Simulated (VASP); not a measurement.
Crystal: Zr.

```
CELL_PARAMETERS angstrom
3.23200 0.00000 0.00000
-1.61600 2.79899 0.00000
0.00000 0.00000 5.14700
ATOMIC_POSITIONS crystal
Zr 0.66667 0.33333 0.75000
Zr 0.33333 0.66667 0.25000
```

| Quantity | Value |
| --- | --- |
| Program | VASP 6.6.1 |
| Task | relaxation of cell and atoms |
| Functional | PBEsol |
| Potentials or basis | VASP PAW PBE potentials, release 64 (Zr_sv) |
| Cutoff | 600 eV |
| k mesh | 9 × 9 × 5 |
| Occupations | fermi-dirac, width 0.05 eV |
| Spin | no spin polarisation |

At the start: pressure -3.2 GPa; volume 23.28 Å³/atom.

Problem. How do energy, volume and symmetry change on relaxing?

Solution. Over 9 steps the energy falls by 8.7 meV/atom and the volume is 22.49 Å³/atom (-3.4 %); space group P6_3/mmc (No. 194, to 0.1 Å) before and after.

The path:
| step | energy change (eV) | largest force (eV/Å) | pressure (GPa) | volume (Å³) |
| --- | --- | --- | --- | --- |
| 1 | 0.0000 | 0.0000 | -3.22 | 46.56 |
| 2 | -0.0006 | 0.0000 | 3.59 | 43.48 |
| 3 | -0.0167 | 0.0000 | 0.04 | 44.98 |
| 4 | -0.0167 | 0.0000 | 0.10 | 44.95 |
| 5 | -0.0172 | 0.0000 | 0.07 | 44.95 |
| 6 | -0.0173 | 0.0000 | 0.06 | 44.95 |
| 7 | -0.0173 | 0.0000 | 0.06 | 44.95 |
| 8 | -0.0173 | 0.0000 | -0.06 | 45.00 |
| 9 | -0.0173 | 0.0000 | 0.00 | 44.97 |

Final structure:
```
Zr
1.0
     3.18264    0.00000    0.00000
    -1.59132    2.75625    0.00000
     0.00000    0.00000    5.12676
Zr
2
Direct
  0.66667 0.33333 0.75000
  0.33333 0.66667 0.25000
```

Caveat: the PAW data sets were made with another functional, which shifts forces and pressure a little.
